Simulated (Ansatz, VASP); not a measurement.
**Ga3As3CO in VASP and in Ansatz**

```
CELL_PARAMETERS angstrom
4.01370 0.00000 0.00000
0.00000 5.67623 0.00000
0.00000 0.00000 23.33527
ATOMIC_POSITIONS crystal
Ga 0.50000 0.50000 0.17141
Ga 0.00000 0.06538 0.26800
Ga 0.50000 0.48946 0.32285
As 0.00000 0.25000 0.17141
As 0.50000 0.81022 0.25049
As 0.00000 0.28876 0.35934
O 0.16667 0.45542 0.49647
C 0.16667 0.45542 0.54575
```

Alike in both runs: task single point; functional PBE; dispersion D3(BJ); k mesh 7 × 5 × 1; occupations gaussian, width 0.05 eV; no spin polarisation.

```csv
,VASP,Ansatz
version,VASP 6.6.1,Ansatz 0.2.0
potentials or method,"VASP PAW PBE potentials, release 64 (Ga_d, As, O, C), cutoff 520 eV","scalar-relativistic, plane waves, PAW"
valence electrons in the cell,64,94
```

```csv
,VASP,Ansatz,Ansatz less VASP
gap on the k mesh at the Fermi level (eV),0.40,0.41,+0.008
least direct gap on the mesh (eV),0.75,0.75,+0.003
rms of the force components (eV/Å),0.383,0.550,+0.1669
```

One of these differences is far larger than is usual between the two programs; its cause wasn't traced. VASP's potentials hold 64 valence electrons a cell and Ansatz's 94, so a difference there can come from the potentials and not from the codes.

Noted on VASP's run: the standard files for N, O and F lose accuracy on very short bonds.
